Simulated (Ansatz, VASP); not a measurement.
One calculation of As, two programs

INCAR

```
PREC     = Accurate       # precision mode
ENCUT    = 400            # plane-wave cutoff, eV
EDIFF    = 1E-6           # SCF threshold, eV
ISMEAR   = 0              # smearing method
SIGMA    = 0.04           # smearing width, eV
LREAL    = False          # projectors in reciprocal space
LASPH    = True           # aspherical terms in the spheres
NELM     = 120            # most SCF steps
ALGO     = Normal         # electronic algorithm
ISIF     = 2              # what is computed and relaxed
LWAVE    = False          # write WAVECAR
LCHARG   = False          # write CHGCAR
LDIPOL   = True         
IDIPOL   = 3            
DIPOL    = 0.5 0.5 0.663
GGA      = PE             # functional
IVDW     = 13             # dispersion correction
NBANDS   = 22             # bands
GGA_COMPAT= False        
NELMDL   = -8
```

File KPOINTS:

```
regular mesh
0
Gamma
  12 12 1
```

The input POSCAR:

```
As
1.0
    3.5655719534      0.0000000000      0.0000000000
   -1.7827859767      3.0878758907      0.0000000000
    0.0000000000      0.0000000000     24.0274036644
As
2
Direct
    0.6666666667      0.3333333333      0.6341407582
    0.3333333333      0.6666666667      0.6927735268
```

Input for Ansatz:

```yaml
crystal:
  lattice:
    - [3.5655719534, 0.0, 0.0]
    - [-1.7827859767, 3.0878758907, 0.0]
    - [0.0, 0.0, 24.0274036644]
  atoms:
    - { symbol: As, position: [0.6666666667, 0.3333333333, 0.6341407582] }
    - { symbol: As, position: [0.3333333333, 0.6666666667, 0.6927735268] }
basis:
  ecutwfc: 420
kpoints:
  mp_grid: { grid: [12, 12, 1] }
hamiltonian:
  xc: pbe
  dispersion: d4
  pseudopotentials: { kind: paw, azcp: { folder: soft_1 } }
scf:
  occupations: { method: gaussian, width: 0.04 }
  n_extra_bands: 6
  max_iter: 160
output:
  forces: true
  eigenvalues: true
  write_density: true
  write_potential: true
  elf: true
  volumetric_format: npy
efield:
  axis: 3
  dipole_correction: true
```

Alike in both runs: task single point; functional PBE; dispersion D4; k mesh 12 × 12 × 1; occupations gaussian, width 0.04 eV; no spin polarisation.

|  | VASP | Ansatz |
| --- | --- | --- |
| version | VASP 6.6.1 | Ansatz 0.2.0 |
| potentials or method | VASP PAW PBE potentials, release 64 (As_d), cutoff 400 eV | scalar-relativistic, plane waves, PAW |
| valence electrons in the cell | 30 | 30 |

```csv
,VASP,Ansatz,Ansatz less VASP
gap on the k mesh at the Fermi level (eV),1.49,1.49,-0.006
least direct gap on the mesh (eV),2.04,2.05,+0.001
rms of the force components (eV/Å),0.065,0.074,+0.0089
```

Atom by atom the forces differ by 0.009 eV/Å (rms over components).
